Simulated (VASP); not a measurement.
# BeS (I4/mmm) in VASP: single point with HSE06

Aim: the single point of BeS with HSE06.

Program: VASP 6.6.1. These are calculated values, not measurements. Logs are shortened: lines on timing, memory, paths and dates and some standing lists are left out, and cuts for length are marked.

### 1 The cell of the first run

Symmetry: I4/mmm, No. 139, tetragonal system. The conventional cell has a = 3.375 Å, b = 3.375 Å, c = 4.515 Å, α = 90.00°, β = 90.00°, γ = 90.00°. Within 3.0 Å of Be (site symmetry 4/mmm) lie 6 S at 2.26 to 2.39 Å. Within 3.0 Å of S (site symmetry 4/mmm) lie 6 Be at 2.26 to 2.39 Å.

### 2 Single point, HSE06 (epitaxial xy strain +3.0%)

POSCAR reads:

```
BeS
1.0
    0.0000000000      2.3868161129      2.2575659388
    2.3868161129      0.0000000000      2.2575659388
    2.3868161129      2.3868161129      0.0000000000
Be S
1 1
Direct
    0.0000000000      0.0000000000      0.0000000000
    0.5000000000      0.5000000000      0.5000000000
```

INCAR.step1 reads:

```
SYSTEM = BeS
ALGO = Normal
EDIFF = 1E-5
ENCUT = 520
GGA = PE
ISIF = 2
ISMEAR = 0
LASPH = .TRUE.
LCHARG = .FALSE.
LREAL = .FALSE.
LWAVE = .TRUE.
NBANDS = 11
NELM = 100
PREC = Accurate
SIGMA = 0.01
```

INCAR.step2 reads:

```
SYSTEM = BeS
ALGO = Normal
EDIFF = 1E-6
ENCUT = 520
GGA = PE
HFSCREEN = 0.2079
ISIF = 2
ISMEAR = 0
ISTART = 1
LASPH = .TRUE.
LCHARG = .FALSE.
LHFCALC = .TRUE.
LREAL = .FALSE.
LWAVE = .FALSE.
NBANDS = 11
NELM = 100
PREC = Accurate
PRECFOCK = Normal
SIGMA = 0.01
```

KPOINTS reads:

```
k-points
0
G
  6 6 6
  0 0 0
```

Potentials or basis: VASP PAW PBE potentials, release 64 (Be, S).

On the command line:

```sh
> cat potpaw_PBE.64/Be/POTCAR potpaw_PBE.64/S/POTCAR > POTCAR
> cp INCAR.step1 INCAR
> mpirun -np 1 vasp_std > vasp.out
> cp INCAR.step2 INCAR
> mpirun -np 1 vasp_std > vasp.out
```

OUTCAR:

```text
SYSTEM = BeS
   EDIFF = 1E-6
   ENCUT = 520
   GGA = PE
   HFSCREEN = 0.2079
   ISIF = 2
   ISMEAR = 0
   ISTART = 1
   LASPH = .TRUE.
   LHFCALC = .TRUE.
   LREAL = .FALSE.
   NELM = 100
   PREC = Accurate
   PRECFOCK = Normal

 ion  position               nearest neighbor table
   1  0.000  0.000  0.000-   2 2.26   2 2.26   2 2.39   2 2.39   2 2.39   2 2.39
   2  0.500  0.500  0.500-   1 2.26   1 2.26   1 2.39   1 2.39   1 2.39   1 2.39

  LATTYP: Found a body centered tetragonal cell.
 ALAT       =     3.3754677178
 C/A-ratio  =     1.3376314796

  Lattice vectors:

 A1 = (   0.0000000000,  -2.3868161129,  -2.2575659388)
 A2 = (   0.0000000000,   2.3868161129,  -2.2575659388)
 A3 = (   2.3868161129,   0.0000000000,   2.2575659388)

Analysis of symmetry for initial positions (statically):
=====================================================================
 Subroutine PRICEL returns:
 Original cell was already a primitive cell.

 Routine SETGRP: Setting up the symmetry group for a
 body centered tetragonal supercell.

 Subroutine GETGRP returns: Found 16 space group operations
 (whereof 16 operations were pure point group operations)
 out of a pool of 16 trial point group operations.

The static configuration has the point symmetry D_4h.

Analysis of symmetry for dynamics (positions and initial velocities):
=====================================================================
 Subroutine PRICEL returns:
 Original cell was already a primitive cell.

 Routine SETGRP: Setting up the symmetry group for a
 body centered tetragonal supercell.

 Subroutine GETGRP returns: Found 16 space group operations
 (whereof 16 operations were pure point group operations)
 out of a pool of 16 trial point group operations.

The dynamic configuration has the point symmetry D_4h.

 Subroutine INISYM returns: Found 16 space group operations
 (whereof 16 operations are pure point group operations),
 and found     1 'primitive' translations

----------------------------------------------------------------------------------------

                                     Primitive cell

  volume of cell :      25.7222

  direct lattice vectors                    reciprocal lattice vectors
     0.000000000  2.386816113  2.257565939    -0.209484089  0.209484089  0.221477473
     2.386816113  0.000000000  2.257565939     0.209484089 -0.209484089  0.221477473
     2.386816113  2.386816113  0.000000000     0.209484089  0.209484089 -0.221477473

  length of vectors
     3.285345511  3.285345511  3.375467718     0.369891117  0.369891117  0.369891117

  position of ions in fractional coordinates (direct lattice)
     0.000000000  0.000000000  0.000000000
     0.500000000  0.500000000  0.500000000

  ion indices of the primitive-cell ions
   primitive index   ion index
                 1           1
                 2           2

----------------------------------------------------------------------------------------

 KPOINTS: k-points

Automatic generation of k-mesh.
 Grid dimensions read from file:
 generate k-points for:    6    6    6

 Generating k-lattice:

  Cartesian coordinates                     Fractional coordinates (reciprocal lattice)
    -0.034914015  0.034914015  0.036912912     0.166666667  0.000000000  0.000000000
     0.034914015 -0.034914015  0.036912912     0.000000000  0.166666667  0.000000000
     0.034914015  0.034914015 -0.036912912     0.000000000  0.000000000  0.166666667

  Length of vectors
     0.061648520  0.061648520  0.061648520

  Shift w.r.t. Gamma in fractional coordinates (k-lattice)
     0.000000000  0.000000000  0.000000000

 Subroutine IBZKPT returns following result:
 ===========================================

 Found     30 irreducible k-points:

 Following reciprocal coordinates:
            Coordinates               Weight
  0.000000  0.000000  0.000000      1.000000
  0.166667 -0.000000  0.000000      8.000000
  0.333333 -0.000000  0.000000      8.000000
  0.500000 -0.000000  0.000000      4.000000
  0.166667  0.166667  0.000000      2.000000
  0.333333  0.166667  0.000000      8.000000
[... 16 lines left out ...]
  0.333333  0.000000  0.333333      4.000000
  0.500000 -0.000000  0.333333     16.000000
 [... further k-points ...]
   k-points           NKPTS =     30   k-points in BZ     NKDIM =    216   number of bands    NBANDS=     11
   number of dos      NEDOS =    301   number of ions     NIONS =      2
   total plane-waves  NPLWV =  16128
   dimension x,y,z NGX =    24 NGY =   24 NGZ =   28
   dimension x,y,z NGXF=    48 NGYF=   48 NGZF=   56
   ions per type =               1   1
   NGX,Y,Z   is equivalent  to a cutoff of  12.14, 12.14, 13.79 a.u.
   NGXF,Y,Z  is equivalent  to a cutoff of  24.29, 24.29, 27.58 a.u.
 SYSTEM =  BeS
   PREC   = accura    normal or accurate (medium, high low for compatibility)
   ISTART =      1    job   : 0-new  1-cont  2-samecut
   ICHARG =      0    charge: 1-file 2-atom 10-const
   ISPIN  =      1    spin polarized calculation?
   LNONCOLLINEAR =      F non collinear calculations
   LSORBIT =      F    spin-orbit coupling
   LASPH  =      T    aspherical Exc in radial PAW
   ENCUT  =  520.0 eV  38.22 Ry    6.18 a.u.   6.11  6.11  6.28*2*pi/ulx,y,z
   NELM   =    100;   NELMIN=  2; NELMDL=  0     # of ELM steps
   EDIFF  = 0.1E-05   stopping-criterion for ELM
   LREAL  =      F    real-space projection
   EDIFFG = 0.1E-04   stopping-criterion for IOM
   NSW    =      0    number of steps for IOM
   IBRION =     -1    ionic relax: 0-MD 1-quasi-New 2-CG
   NFREE  =      0    steps in history (QN), initial steepest desc. (CG)
   ISIF   =      2    stress and relaxation
   ISYM   =      3    0-nonsym 1-usesym 2-fastsym
   POTIM  = 0.5000    time-step for ionic-motion
   TEBEG  =    0.0;   TEEND  =   0.0 temperature during run
   PSTRESS=    0.0 pullay stress
   NELECT =       8.0000    total number of electrons
   NUPDOWN=      -1.0000    fix difference up-down
   EMIN   =  10.00;   EMAX   =-10.00  energy-range for DOS
   EFERMI =   0.00;   METHOD = LEGACY
   ISMEAR =     0;   SIGMA  =   0.01  broadening in eV -4-tet -1-fermi 0-gaus
   EFERMI_NEDOS =   21; number of points for ismear=-14 and -15
   IALGO  =     38    algorithm
   IMIX   =      1    mixing-type and parameters
     AMIX     =   0.40;   BMIX     =  1.00
     AMIX_MAG =   1.60;   BMIX_MAG =  1.00
  volume/ion in A,a.u.               =      12.86        86.79
  Fermi-wavevector in a.u.,A,eV,Ry     =   1.109180  2.096046 16.738980  1.230280
  Thomas-Fermi vector in A             =   2.245716
   LORBIT       =      0    0 simple, 1 ext, 2 COOP (PROOUT), +10 PAW based schemes
   GGA     = PE    functional components
   LHFCALC =     T    Hartree Fock is set to
   PRECFOCK=normal    Normal, Fast or Accurate (Low or Medium for compatibility)
   ENCUT4O =  -1.0   cutoff for four orbital integrals eV
   NKREDX  =     1    reduce k-point grid by
   NKREDY  =     1    reduce k-point grid by
   NKREDZ  =     1    reduce k-point grid by
   AEXX    =    0.2500 exact exchange contribution
   HFSCREEN=    0.2079 screening length (either q_TF or 0.3 A-1)
   HFSCREENC=   0.2079 screening length for correlation (either q_TF or 0.3 A-1)
   ENCUTFOCK=  -1.0 apply spherical cutoff to Coloumb kernel
   IVDW    =     0    specifies the selected vdW correction
   LEPSILON=     F    determine dielectric tensor
   LRPA    =     F    only Hartree local field effects (RPA)
 non-spin polarized calculation
 Gauss-broadening in eV      SIGMA  =   0.01
  energy-cutoff  :      520.00
  volume of cell :       25.72
 maximum number of plane-waves:       708
  NGX = 20; NGY = 20; NGZ = 20

 number of electron       7.9999999 magnetization

 Free energy of the ion-electron system (eV)
  ---------------------------------------------------
  ext. energy  EPLUGINS =         0.00000000
  ---------------------------------------------------
  free energy    TOTEN  =       -10.13641193 eV

  energy without entropy =      -10.13641193  energy(sigma->0) =      -10.13641193

 E-fermi :   5.7090     XC(G=0):  -8.6582

 val. band max:        5.6362881759   @ k =  -0.1667   0.0000   0.1667
 cond. band min:       7.0331801322   @ k =   0.5000   0.5000   0.0000
 fundamental gap:      1.3968919562
 Fermi energy:         5.7089624607

 k-point     1 :       0.0000    0.0000    0.0000
  band No.  band energies     occupation
      1     -10.6757      2.00000
      2       4.8443      2.00000
      3       5.5977      2.00000
      4       5.5977      2.00000
      5      11.7220      0.00000
      6      15.4463      0.00000
      7      15.4463      0.00000
      8      15.8920      0.00000
      9      15.8920      0.00000
     10      16.1199      0.00000
     11      17.9400      0.00000

 k-point     2 :       0.1667   -0.0000    0.0000
  band No.  band energies     occupation
      1     -10.2489      2.00000
      2       3.0243      2.00000
      3       5.1544      2.00000
      4       5.3916      2.00000
      5      12.2018      0.00000
      6      13.3924      0.00000
      7      14.1524      0.00000
      8      15.5854      0.00000
      9      16.8140      0.00000
     10      17.0055      0.00000
     11      17.3608      0.00000

 k-point     3 :       0.3333   -0.0000    0.0000
  band No.  band energies     occupation
      1      -9.1377      2.00000
      2      -0.3440      2.00000
      3       5.0821      2.00000
      4       5.1975      2.00000
      5      10.9749      0.00000
      6      11.2296      0.00000
      7      12.0580      0.00000
      8      16.8867      0.00000
      9      19.1599      0.00000
     10      19.7271      0.00000
     11      19.9242      0.00000

 k-point     4 :       0.5000   -0.0000    0.0000
  band No.  band energies     occupation
      1      -8.3149      2.00000
      2      -2.0293      2.00000
      3       4.9696      2.00000
      4       5.2829      2.00000
      5      10.3256      0.00000
      6      10.4439      0.00000
      7      11.2907      0.00000
      8      17.0271      0.00000
      9      22.2317      0.00000
     10      22.5609      0.00000
     11      23.0146      0.00000

 k-point     5 :       0.1667    0.1667    0.0000
  band No.  band energies     occupation
      1     -10.0620      2.00000
      2       3.4312      2.00000
      3       4.4249      2.00000
      4       4.4249      2.00000
      5      12.3201      0.00000
      6      13.8750      0.00000
      7      13.9049      0.00000
      8      15.4232      0.00000
      9      15.4232      0.00000
     10      19.1925      0.00000
     11      19.1926      0.00000
[... 211 lines left out ...]
 k-point    21 :      -0.1667    0.3333    0.1667
  band No.  band energies     occupation
      1      -8.2700      2.00000
      2       0.2125      2.00000
      3       1.3768      2.00000
      4       3.4918      2.00000
      5      10.2989      0.00000
      6      12.4430      0.00000
      7      14.2056      0.00000
      8      16.9772      0.00000
      9      19.3581      0.00000
     10      22.2027      0.00000
     11      22.4020      0.00000

 k-point    22 :      -0.3333    0.5000    0.1667
  band No.  band energies     occupation
      1      -7.0487      2.00000
      2      -0.8329      2.00000
      3       0.8314      2.00000
      4       1.7423      2.00000
      5       9.1373      0.00000
      6      13.3399      0.00000
      7      14.5475      0.00000
      8      18.7354      0.00000
      9      19.1000      0.00000
     10      22.0716      0.00000
     11      25.2499      0.00000

 k-point    23 :       0.3333    0.0000    0.3333
  band No.  band energies     occupation
      1      -8.6240      2.00000
      2       0.5767      2.00000
      3       2.5553      2.00000
      4       3.4532      2.00000
      5       8.4665      0.00000
      6      11.8120      0.00000
      7      16.7911      0.00000
      8      17.6100      0.00000
      9      18.8798      0.00000
     10      21.2384      0.00000
     11      23.4300      0.00000

 k-point    24 :       0.5000   -0.0000    0.3333
  band No.  band energies     occupation
      1      -7.7127      2.00000
      2      -0.7664      2.00000
      3       1.3702      2.00000
      4       3.0204      2.00000
      5       8.6387      0.00000
      6      12.8733      0.00000
      7      15.8513      0.00000
      8      17.7901      0.00000
      9      19.3129      0.00000
     10      23.5309      0.00000
     11      24.5662      0.00000

 [... further k-points ...]

------------------------ aborting loop because EDIFF is reached ----------------------------------------

  FORCE on cell =-STRESS in cart. coord.  units (eV):
  Direction    XX          YY          ZZ          XY          YZ          ZX
  --------------------------------------------------------------------------------------
  -------------------------------------------------------------------------------------
  Total       -0.9952035     -0.9952035     -0.2896469      0.0000000     -0.0000000      0.0000000
  in kB      -61.9889243    -61.9889243    -18.0414351      0.0000000     -0.0000000      0.0000000
  external PRESSURE =     -47.3397613 kB  Pullay stress =       0.0000000 kB

 VOLUME and BASIS-vectors are now :
 -----------------------------------------------------------------------------
  energy-cutoff  :      520.00
  volume of cell :       25.72
      direct lattice vectors                 reciprocal lattice vectors
     0.000000000  2.386816113  2.257565939    -0.209484089  0.209484089  0.221477473
     2.386816113  0.000000000  2.257565939     0.209484089 -0.209484089  0.221477473
     2.386816113  2.386816113  0.000000000     0.209484089  0.209484089 -0.221477473

 POSITION                                       TOTAL-FORCE (eV/Angst)
 -----------------------------------------------------------------------------------
      0.00000      0.00000      0.00000         0.000000      0.000000      0.000000
      2.38682      2.38682      2.25757         0.000000      0.000000     -0.000000
 -----------------------------------------------------------------------------------
    total drift:                               -0.000001      0.000002      0.000007

  FREE ENERGIE OF THE ION-ELECTRON SYSTEM (eV)
  ---------------------------------------------------
  free  energy   TOTEN  =       -10.1364119324 eV

  energy  without entropy=      -10.1364119324  energy(sigma->0) =      -10.13641193
```

Run time: 13 min. Hardware: 1 thread of Intel Xeon 6975P-C, shared host; peak memory 0.25 GiB.

Results:

- Free energy: -10.1364 eV
- Pressure: -4.7 GPa
- Band gap on the k mesh: 1.40 eV, indirect (least direct gap 4.68 eV)

Stress tensor (GPa, compression positive):
```
-6.20  0.00  0.00
 0.00 -6.20  0.00
 0.00  0.00 -1.80
```

Levels at points of the mesh, in eV from the valence-band top:
```tsv
k point	band 1	band 2	band 3	band 4	band 5	band 6	band 7	band 8	band 9
(0.00, 0.00, 0.00)	-16.31	-0.79	-0.04	-0.04	6.09	9.81	9.81	10.26	10.26
(0.50, 0.00, 0.00)	-13.95	-7.67	-0.67	-0.35	4.69	4.81	5.65	11.39	16.60
(0.50, 0.50, 0.00)	-12.59	-7.09	-3.53	-3.53	1.40	5.18	12.87	12.87	15.86
(0.50, 0.00, 0.50)	-13.04	-7.13	-3.62	-2.71	1.98	5.49	12.19	14.36	14.50
```

Caveat: the cell differs from its parent crystal (epitaxial xy strain +3.0%); the PAW data sets were made with another functional, which shifts forces and pressure a little.
